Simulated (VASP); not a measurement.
Input of a VASP 6.6.1 run:

Contents of INCAR:

```
  ALGO = Normal
  EDIFF = 1E-6
  ENCUT = 520
  ISIF = 2
  ISMEAR = -1
  LASPH = T
  LCHARG = F
  LREAL = F
  LWAVE = F
  NBANDS = 28
  NELM = 100
  PREC = Accurate
  SIGMA = 0.05
```

KPOINTS

```
k-points
0
Gamma
  7 7 7
```

POSCAR

```
BaTiO3
1.0
    3.9855000000      0.0000000000      0.0000000000
    0.0000000000      2.8369000000      2.8451500000
    0.0000000000     -2.8369000000      2.8451500000
Ba Ti O
1 1 3
Direct
    0.0000000000      0.0000000000      0.0000000000
    0.5000000000      0.5124000000      0.5124000000
    0.5000000000      0.9918400000      0.5052400000
    0.5000000000      0.5052400000      0.9918400000
    0.0000000000      0.4874000000      0.4874000000
```

Potentials or basis: VASP PAW LDA potentials, release 64 (Ba_sv, Ti_sv, O).

Command:

```console
$ cat potpaw_LDA.64/Ba_sv/POTCAR potpaw_LDA.64/Ti_sv/POTCAR potpaw_LDA.64/O/POTCAR > POTCAR
$ mpirun -np 1 vasp_std > vasp.out
```

Q: What does it give for the largest force?

A: 0.296 eV/Å.

Q: What does it give for the pressure?

A: -6.6 GPa.

Q: What does it give for the band gap on the k mesh?

A: 1.83 eV, indirect (least direct gap 1.96 eV).

Stress tensor (GPa, compression positive):
```
-6.51  0.00  0.00
 0.00 -6.33  0.00
 0.00  0.00 -6.96
```

Caveat: spin-orbit coupling is left out, which moves the levels of the heavy elements. A k mesh can miss the band edges.
